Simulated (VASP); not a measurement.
# AlAs (lda.b) (F-43m) in VASP: vibrations by perturbation theory with LDA

Aim: the vibrations by perturbation theory of AlAs (lda.b) with LDA.

All numbers are computed with VASP 6.6.1; they aren't measurements. Logs are shortened: lines on timing, memory, paths and dates and some standing lists are left out, and cuts for length are marked.

## Step 1: The cell of the first run

It takes space group F-43m (No. 216, cubic). The conventional cell has a = 5.629 Å, b = 5.629 Å, c = 5.629 Å, α = 90.00°, β = 90.00°, γ = 90.00°. Within 3.2 Å of Al (site symmetry -43m) lie 4 As at 2.44 Å. As (site symmetry -43m) has 4 Al at 2.44 Å within 3.2 Å.

## Step 2: Vibrations by perturbation theory, LDA

The input, INCAR:

```
ALGO = Normal ; EDIFF = 1E-8
ENCUT = 500 ; GGA_COMPAT = False
IBRION = 8 ; ISIF = 2
ISMEAR = 0 ; LASPH = True
LCHARG = False ; LEPSILON = True
LREAL = False ; LWAVE = False
NBANDS = 11 ; NELM = 120
NSW = 1 ; PREC = Accurate
SIGMA = 0.01
```

The input, KPOINTS:

```
k-points
0
Gamma
  8 8 8
```

The input, POSCAR:

```
AlAs
1.0
    0.0000000000      2.8145445164      2.8145445164
    2.8145445164      0.0000000000      2.8145445164
    2.8145445164      2.8145445164      0.0000000000
Al As
1 1
Direct
    0.0000000000      0.0000000000      0.0000000000
    0.2500000000      0.2500000000      0.2500000000
```

Potentials or basis: VASP PAW LDA potentials, release 64 (Al, As).

Launch:

```sh
> cat potpaw_LDA.64/Al/POTCAR potpaw_LDA.64/As/POTCAR > POTCAR
> mpirun -np 1 vasp_std > vasp.out
```

OUTCAR:

```text
EDIFF = 1E-8
   ENCUT = 500
   IBRION = 8
   ISIF = 2
   ISMEAR = 0
   LASPH = True
   LEPSILON = True
   LREAL = False
   NELM = 120
   NSW = 1
   PREC = Accurate

 ion  position               nearest neighbor table
   1  0.000  0.000  0.000-   2 2.44   2 2.44   2 2.44   2 2.44
   2  0.250  0.250  0.250-   1 2.44   1 2.44   1 2.44   1 2.44

  LATTYP: Found a face centered cubic cell.
 ALAT       =     5.6290890328

  Lattice vectors:

 A1 = (   0.0000000000,   2.8145445164,   2.8145445164)
 A2 = (   2.8145445164,   0.0000000000,   2.8145445164)
 A3 = (   2.8145445164,   2.8145445164,   0.0000000000)

Analysis of symmetry for initial positions (statically):
=====================================================================
 Subroutine PRICEL returns:
 Original cell was already a primitive cell.

 Routine SETGRP: Setting up the symmetry group for a
 face centered cubic supercell.

 Subroutine GETGRP returns: Found 24 space group operations
 (whereof 24 operations were pure point group operations)
 out of a pool of 48 trial point group operations.

The static configuration has the point symmetry T_d .

Analysis of symmetry for dynamics (positions and initial velocities):
=====================================================================
 Subroutine PRICEL returns:
 Original cell was already a primitive cell.

 Routine SETGRP: Setting up the symmetry group for a
 face centered cubic supercell.

 Subroutine GETGRP returns: Found 24 space group operations
 (whereof 24 operations were pure point group operations)
 out of a pool of 48 trial point group operations.

The dynamic configuration has the point symmetry T_d .

 Subroutine INISYM returns: Found 24 space group operations
 (whereof 24 operations are pure point group operations),
 and found     1 'primitive' translations

----------------------------------------------------------------------------------------

                                     Primitive cell

  volume of cell :      44.5917

  direct lattice vectors                    reciprocal lattice vectors
     0.000000000  2.814544516  2.814544516    -0.177648638  0.177648638  0.177648638
     2.814544516  0.000000000  2.814544516     0.177648638 -0.177648638  0.177648638
     2.814544516  2.814544516  0.000000000     0.177648638  0.177648638 -0.177648638

  length of vectors
     3.980367027  3.980367027  3.980367027     0.307696467  0.307696467  0.307696467

  position of ions in fractional coordinates (direct lattice)
     0.000000000  0.000000000  0.000000000
     0.250000000  0.250000000  0.250000000

  ion indices of the primitive-cell ions
   primitive index   ion index
                 1           1
                 2           2

----------------------------------------------------------------------------------------

 KPOINTS: k-points

Automatic generation of k-mesh.
 Grid dimensions read from file:
 generate k-points for:    8    8    8

 Generating k-lattice:

  Cartesian coordinates                     Fractional coordinates (reciprocal lattice)
    -0.022206080  0.022206080  0.022206080     0.125000000  0.000000000  0.000000000
     0.022206080 -0.022206080  0.022206080     0.000000000  0.125000000  0.000000000
     0.022206080  0.022206080 -0.022206080     0.000000000  0.000000000  0.125000000

  Length of vectors
     0.038462058  0.038462058  0.038462058
[... 482 lines left out ...]
  free energy    TOTEN  =        -1.18845430 eV

  energy without entropy =       -1.18845430

------------------------ aborting loop because EDIFF is reached ----------------------------------------

--------------------------------------- Ionic step        2  -------------------------------------------

------------------------ aborting loop because EDIFF is reached ----------------------------------------

--------------------------------------- Ionic step        3  -------------------------------------------

------------------------ aborting loop because EDIFF is reached ----------------------------------------

 PIEZOELECTRIC TENSOR FIELD DIRECTION 3  (e Angst)
 -----------------------------------------------------------------------------
    -0.00060 -1.84152  0.00000           (  0.00000  0.04334  0.00000)
    -1.84152 -0.00060  0.00000           (  0.04334  0.00000  0.00000)
     0.00000  0.00000 -0.00034           (  0.00000  0.00000  0.00000)

 PIEZOELECTRIC TENSOR FIELD DIRECTION 3  (C/m^2)
 -----------------------------------------------------------------------------
    -0.00022 -0.66165  0.00000
    -0.66165 -0.00022  0.00000
     0.00000  0.00000 -0.00012

--------------------------------------- Ionic step        4  -------------------------------------------

------------------------ aborting loop because EDIFF is reached ----------------------------------------

[... ionic steps 5 to 6 ...]

--------------------------------------- Ionic step        7  -------------------------------------------

 Free energy of the ion-electron system (eV)
  ---------------------------------------------------
  ---------------------------------------------------
  free energy    TOTEN  =        -0.04663873 eV

  energy without entropy =       -0.04663873

------------------------ aborting loop because EDIFF is reached ----------------------------------------

 INTERNAL STRAIN TENSOR  FOR ION    2  DIRECTION 1   (eV/Angst):
 -----------------------------------------------------------------------------
     0.00350  0.00000  0.00000
     0.00000  0.00030 -8.11354
     0.00000 -8.11354  0.00030

 MACROSCOPIC STATIC DIELECTRIC TENSOR (including local field effects in DFT)
 ------------------------------------------------------
           9.978391     0.000000     0.000000
          -0.000000     9.978391     0.000000
           0.000000    -0.000000     9.978391
 ------------------------------------------------------

 PIEZOELECTRIC TENSOR (including local field effects)  for field in x, y, z        (e  Angst)
          XX          YY          ZZ          XY          YZ          ZX
  --------------------------------------------------------------------------------
  x    -0.00000    -0.00000    -0.00000     0.00000    -1.84620    -0.00000
  y     0.00000     0.00000     0.00000    -0.00000    -0.00000    -1.84620
  z     0.00000     0.00000     0.00000    -1.84620    -0.00000     0.00000

 PIEZOELECTRIC TENSOR (including local field effects)  for field in x, y, z        (C/m^2)
          XX          YY          ZZ          XY          YZ          ZX
  --------------------------------------------------------------------------------
  x    -0.00000    -0.00000    -0.00000     0.00000    -0.66334    -0.00000
  y     0.00000     0.00000     0.00000    -0.00000    -0.00000    -0.66334
  z     0.00000     0.00000     0.00000    -0.66334    -0.00000     0.00000

 BORN EFFECTIVE CHARGES (including local field effects) (in |e|, cummulative output)
 ---------------------------------------------------------------------------------
 ion    1
    1     2.15168     0.00000     0.00000
    2     0.00000     2.15168     0.00000
    3    -0.00000     0.00000     2.15168
 ion    2
    1    -2.15168    -0.00000    -0.00000
    2    -0.00000    -2.15168    -0.00000
    3     0.00000     0.00000    -2.15168

 INTERNAL STRAIN TENSOR FOR ION    2 for displacements in x,y,z  (eV/Angst):
          X           Y           Z          XY          YZ          ZX
  --------------------------------------------------------------------------------
  x     0.00000     0.00000     0.00000     0.00000    -8.11354     0.00000
  y     0.00000     0.00000     0.00000     0.00000     0.00000    -8.11354
  z     0.00000     0.00000     0.00000    -8.11354     0.00000     0.00000

 SECOND DERIVATIVES (NOT SYMMETRIZED)
 ------------------------------------
               1X          1Y          1Z          2X          2Y          2Z
  1X    -9.501528    0.000000    0.000000    9.501528    0.000000    0.000000
  1Y     0.000000   -9.501528    0.000000    0.000000    9.501528    0.000000
  1Z     0.000000    0.000000   -9.501528    0.000000    0.000000    9.501528
  2X     9.507454    0.000000    0.000000   -9.507454    0.000000    0.000000
  2Y     0.000000    9.507454    0.000000    0.000000   -9.507454    0.000000
  2Z     0.000000    0.000000    9.507454    0.000000    0.000000   -9.507454

 Eigenvectors and eigenvalues of the dynamical matrix
 ----------------------------------------------------

   1 f  =   10.820394 THz    67.986544 2PiTHz  360.929509 cm-1    44.749536 meV
             X         Y         Z           dx          dy          dz
      0.000000  0.000000  0.000000     0.000000   -0.857384    0.000000
      1.407272  1.407272  1.407272     0.000000    0.514677    0.000000
[... 21 lines left out ...]
   6 f/i=    0.001488 THz     0.009352 2PiTHz    0.049650 cm-1     0.006156 meV
             X         Y         Z           dx          dy          dz
      0.000000  0.000000  0.000000     0.131659   -0.087361    0.489823
      1.407272  1.407272  1.407272     0.219327   -0.145532    0.815980

--------------------------------------------------------------------------------------------------------

 MACROSCOPIC STATIC DIELECTRIC TENSOR IONIC CONTRIBUTION
 ------------------------------------------------------
           1.976687    -0.000000    -0.000000
          -0.000000     1.976687     0.000000
          -0.000000     0.000000     1.976687
 ------------------------------------------------------

 ELASTIC MODULI CONTR FROM IONIC RELAXATION (kBar)
 Direction    XX          YY          ZZ          XY          YZ          ZX
 --------------------------------------------------------------------------------
 XX          -0.0000     -0.0000     -0.0000     -0.0000     -0.0000      0.0000
 YY          -0.0000     -0.0000     -0.0000     -0.0000     -0.0000     -0.0000
 ZZ          -0.0000     -0.0000     -0.0000      0.0000     -0.0000      0.0000
 XY          -0.0000     -0.0000      0.0000   -245.4384      0.0000      0.0000
 YZ          -0.0000     -0.0000     -0.0000      0.0000   -245.4384      0.0000
 ZX           0.0000     -0.0000      0.0000      0.0000      0.0000   -245.4384
 --------------------------------------------------------------------------------

 PIEZOELECTRIC TENSOR IONIC CONTR  for field in x, y, z        (C/m^2)
          XX          YY          ZZ          XY          YZ          ZX
  --------------------------------------------------------------------------------
  x     0.00000     0.00000     0.00000    -0.00000     0.65541    -0.00000
  y    -0.00000     0.00000    -0.00000    -0.00000    -0.00000     0.65541
  z     0.00000     0.00000    -0.00000     0.65541    -0.00000     0.00000
```

Run time: 3.2 min. Hardware: 1 thread of Intel Xeon 6975P-C (Granite Rapids), shared host; peak memory 0.25 GiB.

What came out:

- Electronic dielectric tensor (diagonal): 9.98
- Born charges (mean of the diagonal): Al +2.15; As -2.15 e
- Highest phonon frequency at Γ, LO-TO splitting left out: 361 cm⁻¹

Phonon frequencies in cm⁻¹ (negative: imaginary):
| q point | frequencies |
| --- | --- |
| (0.000, 0.000, 0.000) | 0 0 0 361 361 361 |

Electronic dielectric tensor:
```
9.98 0.00 0.00
0.00 9.98 0.00
0.00 0.00 9.98
```

Born effective charge tensors (e):
atom 1, Al
```
2.15 0.00 0.00
0.00 2.15 0.00
0.00 0.00 2.15
```
atom 2, As
```
-2.15  0.00  0.00
 0.00 -2.15  0.00
 0.00  0.00 -2.15
```
